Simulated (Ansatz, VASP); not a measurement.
**Two plane-wave programs on PF2**

```
P F
1.0
     3.78510    0.00000    0.00000
     0.00000    3.78510    0.00000
     0.00000    0.00000    6.24601
P F
2 4
Direct
  0.00000 0.00000 0.25000
  0.00000 0.00000 0.75000
  0.29244 0.00000 0.00000
  0.70756 0.00000 0.00000
  0.00000 0.29244 0.50000
  0.00000 0.70756 0.50000
```

Alike in both runs: task relaxation of cell and atoms; functional PBE; dispersion D3(BJ); k mesh 4 × 4 × 4; occupations gaussian, width 0.1 eV; no spin polarisation.

```csv
,VASP,Ansatz
version,VASP 6.6.1,Ansatz 0.2.0
potentials or method,"VASP PAW PBE potentials, release 64 (P, F), cutoff 600 eV","scalar-relativistic, plane waves, PAW"
valence electrons in the cell,38,38
```

Ansatz gave:

| Property | Result |
| --- | --- |
| gap on the k mesh at the Fermi level, each at its own relaxed structure (eV) | none |
| relaxed volume (Å³/atom) | 28.42 |
| relaxed length of the cell vector where the two differ most in proportion (Å) | 5.110 |

Problem. Estimate VASP's values.

Solution. gap on the k mesh at the Fermi level, each at its own relaxed structure (eV): none; relaxed volume (Å³/atom): 23.10; relaxed length of the cell vector where the two differ most in proportion (Å): 4.595.

A gap of «none» marks a metal or a gap that the smearing closes. One of these differences is far larger than is usual between the two programs; its cause wasn't traced.

The k mesh is coarse, so the values compare programs but aren't converged. Noted on VASP's run: the volume moved by over 15 % at a fixed basis, so the end points are rough.
